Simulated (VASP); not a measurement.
# Al (R-3m) in VASP: a series of runs

Al is run at these levels: PBE; tasks: single point, relaxation of cell and atoms.

Program: VASP 6.6.1. These are calculated values, not measurements. Logs are shortened: lines on timing, memory, paths and dates and some standing lists are left out, and cuts for length are marked.

**1. The cell of the first run**

Symmetry: R-3m, No. 166, trigonal system. Conventional cell: a = 2.862 Å, b = 2.862 Å, c = 6.979 Å, α = 90.00°, β = 90.00°, γ = 120.00°. Al (site symmetry -3m) has 12 Al at 2.85 to 2.86 Å within 3.8 Å.

**2. Single point, PBE**

Contents of INCAR:

```
ALGO = Fast
EDIFF = 1E-7
ENCUT = 520
GGA = PE
ISIF = 2
ISMEAR = 0
LASPH = T
LCHARG = F
LREAL = F
LWAVE = F
NBANDS = 12
NELM = 80
PREC = Accurate
SIGMA = 0.1
```

Contents of KPOINTS:

```
k-points
0
Gamma
  18 18 7
```

Contents of POSCAR:

```
Al
1.0
    2.8620895607      0.0000000000      0.0000000000
   -1.4310447804      2.4786422675      0.0000000000
    0.0000000000      0.0000000000      6.9791299921
Al
3
Direct
    0.0000000000      0.0000000000      0.0000000000
    0.3333333333      0.6666666667      0.3333333333
    0.6666666667      0.3333333333      0.6666666667
```

Potentials or basis: VASP PAW PBE potentials, release 64 (Al).

Started as:

```console
$ cat potpaw_PBE.64/Al/POTCAR > POTCAR
$ mpirun -np 1 vasp_std > vasp.out
```

OUTCAR:

```text
EDIFF = 1E-7
   ENCUT = 520
   GGA = PE
   ISIF = 2
   ISMEAR = 0
   LASPH = T
   LREAL = F
   NELM = 80
   PREC = Accurate

 ion  position               nearest neighbor table
   1  0.000  0.000  0.000-   2 2.85   3 2.85   3 2.85   2 2.85   3 2.85   2 2.85
   2  0.333  0.667  0.333-   1 2.85   1 2.85   1 2.85   3 2.85   3 2.85   3 2.85
   3  0.667  0.333  0.667-   1 2.85   1 2.85   1 2.85   2 2.85   2 2.85   2 2.85

  LATTYP: Found a hexagonal cell.
 ALAT       =     2.8620895607
 C/A-ratio  =     2.4384736550

  Lattice vectors:

 A1 = (   2.8620895607,   0.0000000000,   0.0000000000)
 A2 = (  -1.4310447804,   2.4786422675,   0.0000000000)
 A3 = (   0.0000000000,   0.0000000000,   6.9791299921)

Analysis of symmetry for initial positions (statically):
=====================================================================
 Subroutine PRICEL returns following result:

  LATTYP: Found a trigonal (rhomboedric) cell.
 ALAT       =     2.8535148973
 COS(alpha) =     0.4969905372

  Lattice vectors:

 A1 = (   1.4310447800,   0.8262140893,  -2.3263766645)
 A2 = (   0.0000000002,  -1.6524281784,  -2.3263766638)
 A3 = (  -1.4310447802,   0.8262140891,  -2.3263766638)

   3 primitive cells build up your supercell.

 Routine SETGRP: Setting up the symmetry group for a
 hexagonal supercell.

 Subroutine GETGRP returns: Found 12 space group operations
 (whereof 12 operations were pure point group operations)
 out of a pool of 24 trial point group operations.

The static configuration has the point symmetry D_3d.

Analysis of symmetry for dynamics (positions and initial velocities):
=====================================================================
 Subroutine PRICEL returns following result:

  LATTYP: Found a trigonal (rhomboedric) cell.
 ALAT       =     2.8535148973
 COS(alpha) =     0.4969905372

  Lattice vectors:

 A1 = (   1.4310447800,   0.8262140893,  -2.3263766645)
 A2 = (   0.0000000002,  -1.6524281784,  -2.3263766638)
 A3 = (  -1.4310447802,   0.8262140891,  -2.3263766638)

   3 primitive cells build up your supercell.

 Routine SETGRP: Setting up the symmetry group for a
 hexagonal supercell.

 Subroutine GETGRP returns: Found 12 space group operations
 (whereof 12 operations were pure point group operations)
 out of a pool of 24 trial point group operations.

The dynamic configuration has the point symmetry D_3d.

 Subroutine INISYM returns: Found 12 space group operations
 (whereof 12 operations are pure point group operations),
 and found     3 'primitive' translations

----------------------------------------------------------------------------------------

                                     Primitive cell

  volume of cell :      16.5035

  direct lattice vectors                    reciprocal lattice vectors
     1.431044780  0.826214089 -2.326376664     0.349395076  0.201723341 -0.143284335
     0.000000000 -1.652428178 -2.326376664     0.000000000 -0.403446683 -0.143284335
    -1.431044780  0.826214089 -2.326376664    -0.349395076  0.201723341 -0.143284335

  length of vectors
     2.853514897  2.853514897  2.853514897     0.428135056  0.428135056  0.428135056

  position of ions in fractional coordinates (direct lattice)
     0.000000000  0.000000000  0.000000000

  ion indices of the primitive-cell ions
   primitive index   ion index
                 1           1

----------------------------------------------------------------------------------------

 KPOINTS: k-points

Automatic generation of k-mesh.
 Grid dimensions read from file:
 generate k-points for:   18   18    7

 Generating k-lattice:

  Cartesian coordinates                     Fractional coordinates (reciprocal lattice)
     0.019410838  0.011206852  0.000000000     0.055555556 -0.000000000  0.000000000
     0.000000000  0.022413705  0.000000000     0.000000000  0.055555556  0.000000000
     0.000000000  0.000000000  0.020469191     0.000000000  0.000000000  0.142857143

  Length of vectors
     0.022413705  0.022413705  0.020469191

  Shift w.r.t. Gamma in fractional coordinates (k-lattice)
     0.000000000  0.000000000  0.000000000

 Subroutine IBZKPT returns following result:
 ===========================================

 Found    229 irreducible k-points:

 Following reciprocal coordinates:
            Coordinates               Weight
  0.000000  0.000000  0.000000      1.000000
  0.055556  0.000000  0.000000      6.000000
  0.111111  0.000000  0.000000      6.000000
  0.166667  0.000000  0.000000      6.000000
  0.222222  0.000000  0.000000      6.000000
  0.277778  0.000000  0.000000      6.000000
[... 16 lines left out ...]
  0.333333  0.111111  0.000000     12.000000
  0.388889  0.111111  0.000000     12.000000
 [... further k-points ...]
   k-points           NKPTS =    229   k-points in BZ     NKDIM =    229   number of bands    NBANDS=     12
   number of dos      NEDOS =    301   number of ions     NIONS =      3
   total plane-waves  NPLWV =  31104
   dimension x,y,z NGX =    24 NGY =   24 NGZ =   54
   dimension x,y,z NGXF=    48 NGYF=   48 NGZF=  108
   ions per type =               3
   NGX,Y,Z   is equivalent  to a cutoff of  13.94, 13.94, 12.86 a.u.
   NGXF,Y,Z  is equivalent  to a cutoff of  27.88, 27.88, 25.73 a.u.
 SYSTEM =  unknown system
   PREC   = accura    normal or accurate (medium, high low for compatibility)
   ISTART =      0    job   : 0-new  1-cont  2-samecut
   ICHARG =      2    charge: 1-file 2-atom 10-const
   ISPIN  =      1    spin polarized calculation?
   LNONCOLLINEAR =      F non collinear calculations
   LSORBIT =      F    spin-orbit coupling
   LASPH  =      T    aspherical Exc in radial PAW
   ENCUT  =  520.0 eV  38.22 Ry    6.18 a.u.   5.32  5.32 12.98*2*pi/ulx,y,z
   NELM   =     80;   NELMIN=  2; NELMDL= -5     # of ELM steps
   EDIFF  = 0.1E-06   stopping-criterion for ELM
   LREAL  =      F    real-space projection
   EDIFFG = 0.1E-05   stopping-criterion for IOM
   NSW    =      0    number of steps for IOM
   IBRION =     -1    ionic relax: 0-MD 1-quasi-New 2-CG
   NFREE  =      0    steps in history (QN), initial steepest desc. (CG)
   ISIF   =      2    stress and relaxation
   ISYM   =      2    0-nonsym 1-usesym 2-fastsym
   POTIM  = 0.5000    time-step for ionic-motion
   TEBEG  =    0.0;   TEEND  =   0.0 temperature during run
   PSTRESS=    0.0 pullay stress
   NELECT =       9.0000    total number of electrons
   NUPDOWN=      -1.0000    fix difference up-down
   EMIN   =  10.00;   EMAX   =-10.00  energy-range for DOS
   EFERMI =   0.00;   METHOD = LEGACY
   ISMEAR =     0;   SIGMA  =   0.10  broadening in eV -4-tet -1-fermi 0-gaus
   EFERMI_NEDOS =   21; number of points for ismear=-14 and -15
   IALGO  =     68    algorithm
   IMIX   =      4    mixing-type and parameters
     AMIX     =   0.40;   BMIX     =  1.00
     AMIX_MAG =   1.60;   BMIX_MAG =  1.00
  volume/ion in A,a.u.               =      16.50       111.37
  Fermi-wavevector in a.u.,A,eV,Ry     =   0.927377  1.752488 11.701387  0.860028
  Thomas-Fermi vector in A             =   2.053440
   LORBIT       =      0    0 simple, 1 ext, 2 COOP (PROOUT), +10 PAW based schemes
   GGA     = PE    functional components
   LHFCALC =     F    Hartree Fock is set to
   AEXX    =    0.0000 exact exchange contribution
   IVDW    =     0    specifies the selected vdW correction
   LEPSILON=     F    determine dielectric tensor
   LRPA    =     F    only Hartree local field effects (RPA)
 non-spin polarized calculation
 RMM-DIIS sequential band-by-band and
 Gauss-broadening in eV      SIGMA  =   0.10
  energy-cutoff  :      520.00
  volume of cell :       49.51
 maximum number of plane-waves:      1358
 NGX is ok and might be reduce to    24
   NGX = 11   NGY = 11   NGZ = 25

 number of electron       9.0000000 magnetization

 Free energy of the ion-electron system (eV)
  ---------------------------------------------------
  ext. energy  EPLUGINS =         0.00000000
  ---------------------------------------------------
  free energy    TOTEN  =       -11.23893148 eV

  energy without entropy =      -11.23197480  energy(sigma->0) =      -11.23545314

 E-fermi :   7.9705     XC(G=0): -10.1957

 val. band max:        7.9691128588   @ k =   0.2778   0.2222   0.4286
 cond. band min:       7.9739532328   @ k =   0.2222   0.2222   0.0000
 fundamental gap:      0.0048403740
 Fermi energy:         7.9704735176

 k-point     1 :       0.0000    0.0000    0.0000
  band No.  band energies     occupation
      1      -3.1350      2.00000
      2      -0.1276      2.00000
      3      -0.1276      2.00000
      4       8.5617      0.00000
      5       8.5617      0.00000
      6      18.6985      0.00000
      7      18.6985      0.00000
      8      18.6985      0.00000
      9      18.6985      0.00000
     10      20.5685      0.00000
     11      20.5685      0.00000
     12      20.7107      0.00000

 k-point     2 :       0.0556    0.0000    0.0000
  band No.  band energies     occupation
      1      -3.0607      2.00000
      2      -0.0548      2.00000
      3      -0.0548      2.00000
      4       8.6273      0.00000
      5       8.6282      0.00000
      6      17.0319      0.00000
      7      17.6123      0.00000
      8      18.9971      0.00000
      9      19.2890      0.00000
     10      19.6918      0.00000
     11      19.8812      0.00000
     12      20.0189      0.00000
[... 301 lines left out ...]
 k-point    23 :       0.3333    0.1111    0.0000
  band No.  band energies     occupation
      1       0.6807      2.00000
      2       3.5802      2.00000
      3       3.6024      2.00000
      4       5.7990      2.00000
      5       8.6212      0.00000
      6       8.8329      0.00000
      7      10.5529      0.00000
      8      12.3078      0.00000
      9      12.4896      0.00000
     10      13.7672      0.00000
     11      13.8030      0.00000
     12      16.8785      0.00000

 k-point    24 :       0.3889    0.1111    0.0000
  band No.  band energies     occupation
      1       1.7621      2.00000
      2       4.2867      2.00000
      3       4.5744      2.00000
      4       4.7088      2.00000
      5       7.1817      2.00000
      6       7.4475      2.00000
      7      10.4609      0.00000
      8      13.1991      0.00000
      9      13.2618      0.00000
     10      13.5493      0.00000
     11      13.7063      0.00000
     12      15.7574      0.00000

 [... further k-points ...]

------------------------ aborting loop because EDIFF is reached ----------------------------------------

  FORCE on cell =-STRESS in cart. coord.  units (eV):
  Direction    XX          YY          ZZ          XY          YZ          ZX
  --------------------------------------------------------------------------------------
  -------------------------------------------------------------------------------------
  Total       -0.0119666     -0.0119666     -0.0195583      0.0000000      0.0000000     -0.0000000
  in kB       -0.3872440     -0.3872440     -0.6329127      0.0000000      0.0000000     -0.0000000
  external PRESSURE =      -0.4691336 kB  Pullay stress =       0.0000000 kB

 VOLUME and BASIS-vectors are now :
 -----------------------------------------------------------------------------
  energy-cutoff  :      520.00
  volume of cell :       49.51
      direct lattice vectors                 reciprocal lattice vectors
     2.862089561  0.000000000  0.000000000     0.349395076  0.201723341  0.000000000
    -1.431044780  2.478642268  0.000000000     0.000000000  0.403446683  0.000000000
     0.000000000  0.000000000  6.979129992     0.000000000  0.000000000  0.143284335

 POSITION                                       TOTAL-FORCE (eV/Angst)
 -----------------------------------------------------------------------------------
      0.00000      0.00000      0.00000         0.000000     -0.000000      0.000000
     -0.00000      1.65243      2.32638         0.000000      0.000000     -0.000000
      1.43104      0.82621      4.65275        -0.000000     -0.000000      0.000000
 -----------------------------------------------------------------------------------
    total drift:                                0.000000     -0.000000      0.000000

  FREE ENERGIE OF THE ION-ELECTRON SYSTEM (eV)
  ---------------------------------------------------
  free  energy   TOTEN  =       -11.2389314822 eV

  energy  without entropy=      -11.2319747975  energy(sigma->0) =      -11.23545314
```

It took 2.3 min on 1 thread of AMD EPYC 7R13 (Zen 3), shared host; peak memory 0.21 GiB.

What came out:

| Quantity | Value |
| --- | --- |
| Free energy | -11.2389 eV |
| Pressure | 0.0 GPa |
| Band gap on the k mesh | zero (an odd number of electrons rules out a gap without spin polarisation) |

**3. Relaxation of cell and atoms, PBE**

This run uses another cell than the first one, of 16.64 Å³/atom.

Contents of INCAR:

```
SYSTEM = Al
PREC = Accurate
ENCUT = 600
EDIFF = 1E-6
ISMEAR = 0
SIGMA = 0.1
LREAL = .False.
LASPH = .True.
NELM = 80
ALGO = Fast
ISIF = 3
LWAVE = .False.
LCHARG = .False.
GGA = PE
IBRION = 2
NSW = 65
EDIFFG = -0.01
```

Contents of KPOINTS:

```
regular mesh
0
Gamma
  18 18 7
  0 0 0
```

Contents of POSCAR:

```
Al
1.0
    2.8694187012      0.0000000000      0.0000000000
   -1.4347093506      2.4849894893      0.0000000000
    0.0000000000      0.0000000000      7.0011982524
Al
3
Direct
    0.0000000000      0.0000000000      0.0000000000
    0.3333333333      0.6666666667      0.3333333333
    0.6666666667      0.3333333333      0.6666666667
```

Potentials or basis: VASP PAW PBE potentials, release 64 (Al).

Started as:

```console
$ cat potpaw_PBE.64/Al/POTCAR > POTCAR
$ mpirun -np 1 vasp_std > vasp.out
```

Wall time 2.3 min (1 thread of AMD EPYC 7R13 (Zen 3), shared host); peak memory 0.22 GiB.

It converged, with:

```yaml
Free_energy: -11.2392 eV
Relaxed_volume: 16.49 Å³/atom
Relaxed_cell: a = 2.861 Å, b = 2.861 Å, c = 6.979 Å, α = 90.00°, β = 90.00°, γ = 120.00°
Space_group_after_relaxing_to_0.1_Å: Fm-3m (No. 225)
Energy_gained_by_relaxing: 0.3 meV/atom
Ionic_steps: 3
Pressure_after_relaxing: 0.0 GPa
Band_gap_on_the_k_mesh: zero (an odd number of electrons rules out a gap without spin polarisation)
```

The path:
| step | energy change (eV) | largest force (eV/Å) | pressure (GPa) | volume (Å³) |
| --- | --- | --- | --- | --- |
| 1 | 0.0000 | 0.0000 | -0.67 | 49.92 |
| 2 | -0.0009 | 0.0000 | 0.10 | 49.42 |
| 3 | -0.0009 | 0.0000 | 0.00 | 49.48 |

Final structure:
```xyz
3
Lattice="2.8612 0.0000 0.0000 -1.4306 2.4779 0.0000 0.0000 0.0000 6.9792" Properties=species:S:1:pos:R:3 pbc="T T T"
Al    0.0000    0.0000    0.0000
Al    0.0000    1.6519    2.3264
Al    1.4306    0.8260    4.6528
```

Levels at points of the mesh, in eV from the Fermi level:
```csv
k point,band 1,band 2,band 3,band 4,band 5,band 6,band 7,band 8
"(0.00, 0.00, 0.00)",-11.11,-8.10,-8.10,0.59,0.59,10.74,10.74,10.74
"(0.50, 0.00, 0.00)",-5.21,-5.21,-2.90,-2.31,-2.31,-1.57,5.28,5.57
```
